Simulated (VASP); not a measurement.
Wanted: the native input for a VASP 6.6.1 run.

```
Task                   : relaxation of cell and atoms
Functional             : PBE
Potentials or basis    : VASP PAW PBE potentials, release 64 (Nb_sv, C)
Cutoff                 : 600 eV
k mesh                 : 6 × 6 × 4
Occupations            : gaussian, width 0.1 eV
Spin                   : no spin polarisation
Dipole correction      : no
Further INCAR settings : ALGO = Normal; EDIFF = 1e-06; IBRION = 2; EDIFFG = -0.04; NSW = 90; ISIF = 3
```

The structure of Nb2C3 lies in POSCAR:

```
Nb2C3
1.0
    2.7187372022     -1.6284072059      0.0000000000
    2.7187372022      1.6284072059      0.0000000000
   -1.9514081407      0.0000000000      5.7834960472
Nb C
2 3
Direct
    0.4293097628      0.4293097628      0.7182306449
    0.5672519785      0.5672519785      0.2817488921
    0.0003791553      0.0003791553      0.4991472045
    0.5124540333      0.9939821590      0.9994687552
    0.9939821590      0.5124540333      0.9994687552
```

One way to write it, as run:

INCAR

```
ALGO = Normal
EDIFF = 1E-6
EDIFFG = -0.04
ENCUT = 600
GGA = PE
IBRION = 2
ISIF = 3
ISMEAR = 0
LASPH = True
LCHARG = False
LREAL = False
LWAVE = False
NELM = 80
NSW = 90
PREC = Accurate
SIGMA = 0.1
```

KPOINTS

```
k-points
0
Gamma
  6 6 4
```

Potentials or basis: VASP PAW PBE potentials, release 64 (Nb_sv, C).

The run is started by

```console
$ cat potpaw_PBE.64/Nb_sv/POTCAR potpaw_PBE.64/C/POTCAR > POTCAR
$ mpirun -np 1 vasp_std > vasp.out
```

Results of the run:

* Relaxed volume: 10.36 Å³/atom
* Relaxed cell: a = 3.223 Å, b = 3.223 Å, c = 6.082 Å, α = 105.77°, β = 105.77°, γ = 59.69°
* Space group after relaxing (to 0.1 Å): C2/m (No. 12)
* Energy gained by relaxing: 16.7 meV/atom
* Ionic steps: 10
* Pressure after relaxing: -0.1 GPa
* Largest force after relaxing: 0.038 eV/Å
* Band gap on the k mesh: zero (bands 19 and 20 overlap by 1.89 eV)

Caveat: the k points lie up to 0.38 Å⁻¹ apart in the final cell, too coarse for converged energies and pressures of a metal.

Run time: 15 min on 1 thread of Intel Xeon 8259CL (shared host), peak memory 0.24 GiB.
